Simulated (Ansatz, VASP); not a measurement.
Two plane-wave programs on TiSi

```
Ti Si
1.0
    -3.76952    3.57245    0.00000
     3.76952    3.57245    0.00000
     0.00000   -3.57245   -4.08759
Ti Si
4 4
Direct
  0.47462 0.47462 0.44924
  0.97462 0.97462 0.44924
  0.47462 0.47462 0.94924
  0.97462 0.97462 0.94924
  0.47463 0.97463 0.94926
  0.97463 0.47463 0.94926
  0.47463 0.97463 0.44926
  0.97463 0.47463 0.44926
```

Alike in both runs: task single point; functional LDA; k mesh 8 × 8 × 8; occupations gaussian, width 0.15 eV; no spin polarisation.

|  | VASP | Ansatz |
| --- | --- | --- |
| version | VASP 6.6.1 | Ansatz 0.2.0 |
| potentials or method | VASP PAW LDA potentials, release 64 (Ti_sv, Si), cutoff 500 eV | scalar-relativistic, plane waves, PAW |
| valence electrons in the cell | 64 | 64 |

VASP gave:

```
gap on the k mesh at the Fermi level (eV)                     : none
pressure (GPa)                                                : 0.1
traceless stress, the component that is largest in VASP (GPa) : -0.12
```

Q: Estimate Ansatz's values.

A: gap on the k mesh at the Fermi level (eV): none; pressure (GPa): 0.0; traceless stress, the component that is largest in VASP (GPa): -0.04.

LDA's correlation is that of Perdew and Zunger in VASP and of Perdew and Wang (1992) in Ansatz. A gap of «none» marks a metal or a gap that the smearing closes. Ansatz's warnings: structure snapped to symmetry.
